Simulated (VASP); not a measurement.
Si, 2 atoms in the cell. It takes space group Fd-3m (No. 227, cubic). The conventional cell has a = 5.434 Å, b = 5.434 Å, c = 5.434 Å, α = 90.00°, β = 90.00°, γ = 90.00°. Within 3.1 Å of Si (site symmetry -43m) lie 4 Si at 2.35 Å. 

```yaml
Program: VASP 6.6.1
Task: single point
Functional: PBEsol
Potentials_or_basis: VASP PAW PBE potentials, release 64 (Si)
Cutoff: 520 eV
k_mesh: 8 × 8 × 8
Occupations: gaussian, width 0.02 eV
Spin: no spin polarisation
Dipole_correction: no
Further_INCAR_settings: ALGO = Normal; EDIFF = 1e-06; NBANDS = 11
```

Potentials or basis: VASP PAW PBE potentials, release 64 (Si).

Command:

```bash
$ cat potpaw_PBE.64/Si/POTCAR > POTCAR
$ mpirun -np 1 vasp_std > vasp.out
```

Hardware: 1 thread of Intel(R) Xeon(R) Platinum 8488C (Sapphire Rapids), on a shared host.

**Question.** How long does it take, and how much memory?

**Answer.** It took 17 s on 1 thread of Intel(R) Xeon(R) Platinum 8488C (Sapphire Rapids) (shared host), peak memory 0.15 GiB. Counts: scf iterations 11, k points 29.
